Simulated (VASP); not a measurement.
# ScF3: single point with LDA

The system is ScF3.

```
Sc F
1.0
     4.01245    0.00000    0.00000
     0.00000    4.01245    0.00000
     0.00000    0.00000    4.01245
Sc F
1 3
Direct
  0.00000 0.00000 0.00000
  0.50000 0.00000 0.00000
  0.00000 0.50000 0.00000
  0.00000 0.00000 0.50000
```

```
Program                : VASP 6.6.1
Task                   : single point
Functional             : LDA
Potentials or basis    : VASP PAW LDA potentials, release 64 (Sc_sv, F)
Cutoff                 : 600 eV
k mesh                 : 3 × 3 × 3
Occupations            : fermi-dirac, width 0.15 eV
Spin                   : no spin polarisation
Dipole correction      : no
Further INCAR settings : ALGO = Normal; EDIFF = 1e-06; NBANDS = 24
```

- Pressure: -2.3 GPa
- Band gap on the k mesh: 6.32 eV, indirect (least direct gap 6.70 eV)

Levels at points of the mesh, in eV from the valence-band top:
```
           k point  band 13  band 14  band 15  band 16  band 17  band 18  band 19  band 20
(0.00, 0.00, 0.00)    -0.43    -0.38    -0.38    -0.38     6.32     6.32     6.32     7.76
```

It took 5.3 s on 1 thread of Intel(R) Xeon(R) 6975P-C (Granite Rapids) (shared host), peak memory 0.15 GiB.

Caveat: the k points lie up to 0.52 Å⁻¹ apart. A k mesh can miss the band edges.
